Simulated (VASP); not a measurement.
Write the native input for VASP 6.6.1 that does the following.

* Task: single point
* Functional: PBE
* Potentials or basis: VASP PAW PBE potentials, release 64 (Na_pv, Cl)
* Cutoff: 520 eV
* k mesh: 4 × 4 × 4
* Occupations: gaussian, width 0.01 eV
* Spin: no spin polarisation
* Dipole correction: no
* Further INCAR settings: ALGO = Normal; EDIFF = 1e-06; NBANDS = 14

The structure of NaCl lies in POSCAR:

```
NaCl
1.0
    0.0000000000      2.7466448537      2.7466448537
    2.7466448537      0.0000000000      2.7466448537
    2.7466448537      2.7466448537      0.0000000000
Na Cl
1 1
Direct
    0.0000000000      0.0000000000      0.0000000000
    0.5000000000      0.5000000000      0.5000000000
```

This cell differs from its parent crystal: strain -2.0%.

The input as run:

INCAR

```
  PREC = Accurate
  ENCUT = 520
  EDIFF = 1E-6
  ISMEAR = 0
  SIGMA = 0.01
  LREAL = F
  LASPH = T
  NELM = 100
  ALGO = Normal
  ISIF = 2
  LWAVE = F
  LCHARG = F
  GGA = PE
  NBANDS = 14
```

KPOINTS

```
regular mesh
0
Gamma
  4 4 4
```

Potentials or basis: VASP PAW PBE potentials, release 64 (Na_pv, Cl).

Command:

```bash
$ cat potpaw_PBE.64/Na_pv/POTCAR potpaw_PBE.64/Cl/POTCAR > POTCAR
$ mpirun -np 1 vasp_std > vasp.out
```

Results of the run:

| Item | Value |
| --- | --- |
| Pressure | 3.3 GPa |
| Band gap on the k mesh | 5.43 eV, direct |

Caveat: the k points lie up to 0.50 Å⁻¹ apart; the cell differs from its parent crystal (strain -2.0%).

Wall time 4.9 s on 1 thread of Intel(R) Xeon(R) 6975P-C (Granite Rapids), on a shared host, peak memory 0.15 GiB.
